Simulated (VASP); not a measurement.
# Mo (Pm-3m) in VASP: further runs, part 2 of 2

VASP 6.6.1. Earlier steps stand in the parts before.

**4. Single point, PBE**

This run uses another cell than the first one, of 17.16 Å³/atom, 1.064 times its volume.

The input, INCAR:

```
PREC = Accurate
ENCUT = 520
EDIFF = 1E-6
ISMEAR = 0
SIGMA = 0.05
LREAL = F
LASPH = T
NELM = 80
ALGO = Normal
ISIF = 2
LWAVE = F
LCHARG = F
GGA = PE
NBANDS = 13
```

The input, KPOINTS:

```
regular mesh
0
Gamma
  9 9 9
```

The input, POSCAR:

```
Mo
1.0
    2.5791541206      0.0000000000      0.0000000000
    0.0000000000      2.5791541206      0.0000000000
    0.0000000000      0.0000000000      2.5791541206
Mo
1
Direct
    0.0000000000      0.0000000000      0.0000000000
```

Potentials or basis: VASP PAW PBE potentials, release 64 (Mo_sv).

On the command line:

```sh
$ cat potpaw_PBE.64/Mo_sv/POTCAR > POTCAR
$ mpirun -np 1 vasp_std > vasp.out
```

OUTCAR:

```text
PREC = Accurate
   ENCUT = 520
   EDIFF = 1E-6
   ISMEAR = 0
   LREAL = F
   LASPH = T
   NELM = 80
   ISIF = 2
   GGA = PE

 ion  position               nearest neighbor table
   1  0.000  0.000  0.000-

  LATTYP: Found a simple cubic cell.
 ALAT       =     2.5791541206

  Lattice vectors:

 A1 = (   2.5791541206,   0.0000000000,   0.0000000000)
 A2 = (   0.0000000000,   2.5791541206,   0.0000000000)
 A3 = (   0.0000000000,   0.0000000000,   2.5791541206)

Analysis of symmetry for initial positions (statically):
=====================================================================
 Subroutine PRICEL returns:
 Original cell was already a primitive cell.

 Routine SETGRP: Setting up the symmetry group for a
 simple cubic supercell.

 Subroutine GETGRP returns: Found 48 space group operations
 (whereof 48 operations were pure point group operations)
 out of a pool of 48 trial point group operations.

The static configuration has the point symmetry O_h .

Analysis of symmetry for dynamics (positions and initial velocities):
=====================================================================
 Subroutine PRICEL returns:
[... 160 lines left out ...]
 fundamental gap:      0.1367952625
 Fermi energy:        11.0753020022

 k-point     1 :       0.0000    0.0000    0.0000
  band No.  band energies     occupation
      1     -50.0774      2.00000
      2     -23.2960      2.00000
      3     -23.2960      2.00000
      4     -23.2960      2.00000
      5       4.4872      2.00000
      6       6.7479      2.00000
      7       6.7479      2.00000
      8      14.9992      0.00000
      9      14.9992      0.00000
     10      14.9992      0.00000
     11      26.7326      0.00000
     12      26.7326      0.00000
     13      26.7326      0.00000
[... 354 lines left out ...]
  band No.  band energies     occupation
      1     -49.6888      2.00000
      2     -24.6391      2.00000
      3     -24.2770      2.00000
      4     -23.2298      2.00000
      5       6.5714      2.00000
      6       9.0400      2.00000
      7      11.0688      1.14509
      8      11.6715      0.00000
      9      13.7134      0.00000
     10      16.6856      0.00000
     11      20.5031      0.00000
     12      25.6853      0.00000
     13      28.4235      0.00000

 [... further k-points ...]
[... 5 lines left out ...]
  --------------------------------------------------------------------------------------
  -------------------------------------------------------------------------------------
  Total        0.5907090      0.5907090      0.5907090     -0.0000000      0.0000000      0.0000000
  in kB       55.1635557     55.1635557     55.1635557     -0.0000000      0.0000000      0.0000000
  external PRESSURE =      55.1635557 kB  Pullay stress =       0.0000000 kB

 VOLUME and BASIS-vectors are now :
 -----------------------------------------------------------------------------
  energy-cutoff  :      520.00
  volume of cell :       17.16
      direct lattice vectors                 reciprocal lattice vectors
     2.579154121  0.000000000  0.000000000     0.387724019  0.000000000  0.000000000
     0.000000000  2.579154121  0.000000000     0.000000000  0.387724019  0.000000000
     0.000000000  0.000000000  2.579154121     0.000000000  0.000000000  0.387724019

 POSITION                                       TOTAL-FORCE (eV/Angst)
 -----------------------------------------------------------------------------------
      0.00000      0.00000      0.00000         0.000000      0.000000      0.000000
 -----------------------------------------------------------------------------------
    total drift:                                0.000000      0.000000      0.000000

  FREE ENERGIE OF THE ION-ELECTRON SYSTEM (eV)
  ---------------------------------------------------
  free  energy   TOTEN  =        -9.7668443359 eV

  energy  without entropy=       -9.7645742400  energy(sigma->0) =       -9.76570929
```

OSZICAR:

```text
N       E                     dE             d eps       ncg     rms          rms(c)
DAV:   1     0.981567670887E+02    0.98157E+02   -0.80071E+03   910   0.110E+03
DAV:   2    -0.890870461700E+01   -0.10707E+03   -0.10285E+03  1045   0.309E+02
DAV:   3    -0.101698810700E+02   -0.12612E+01   -0.12587E+01  1015   0.343E+01
DAV:   4    -0.101731094592E+02   -0.32284E-02   -0.32284E-02  1025   0.210E+00
DAV:   5    -0.101731347074E+02   -0.25248E-04   -0.25248E-04  1040   0.163E-01    0.126E+01
DAV:   6    -0.981079825824E+01    0.36234E+00   -0.49450E-01   920   0.822E+00    0.414E+00
DAV:   7    -0.976852396433E+01    0.42274E-01   -0.91434E-02   980   0.341E+00    0.732E-01
DAV:   8    -0.976682019565E+01    0.17038E-02   -0.37378E-03   935   0.760E-01    0.603E-02
DAV:   9    -0.976684229723E+01   -0.22102E-04   -0.58982E-05  1100   0.995E-02    0.425E-02
DAV:  10    -0.976684396764E+01   -0.16704E-05   -0.14128E-05   950   0.439E-02    0.250E-03
DAV:  11    -0.976684433586E+01   -0.36822E-06   -0.12398E-07   550   0.409E-03
   1 F= -.97668443E+01 E0= -.97657093E+01  d E =-.227010E-02
```

stdout:

```text
POSCAR found type information on POSCAR Mo
 POSCAR found :  1 types and       1 ions
 scaLAPACK will be used
 LDA part: xc-table for (Slater+PW92), standard interpolation
 POSCAR, INCAR and KPOINTS ok, starting setup
 FFT: planning ... GRIDC
 FFT: planning ... GRID_SOFT
 FFT: planning ... GRID
 WAVECAR not read
 entering main loop
```

It took 8.2 s on 1 thread of Intel Xeon 8259CL, shared host; peak memory 0.12 GiB.

Results:

```yaml
Free_energy: -9.7668 eV
Pressure: 5.5 GPa
Band_gap_on_the_k_mesh: zero (band 7 reaches 12.39 eV, above the bottom of band 8 at 10.47 eV)
```

**5. Overview**

```tsv
cell	gap on the mesh (eV)	pressure (GPa)
a = 2.526 Å, 1 atom	none	20.7
a = 2.600 Å, 1 atom	none	0.5
a = 2.579 Å, 1 atom	none	5.5
```

Alike in all rows: task single point; level PBE; potentials or basis VASP PAW PBE potentials, release 64 (Mo_sv); no spin polarisation; k mesh 9 × 9 × 9; cutoff (eV) 520; smearing gaussian 0.05 eV.

Total energies depend on the potentials used, so only differences within one code and one set of settings carry meaning.
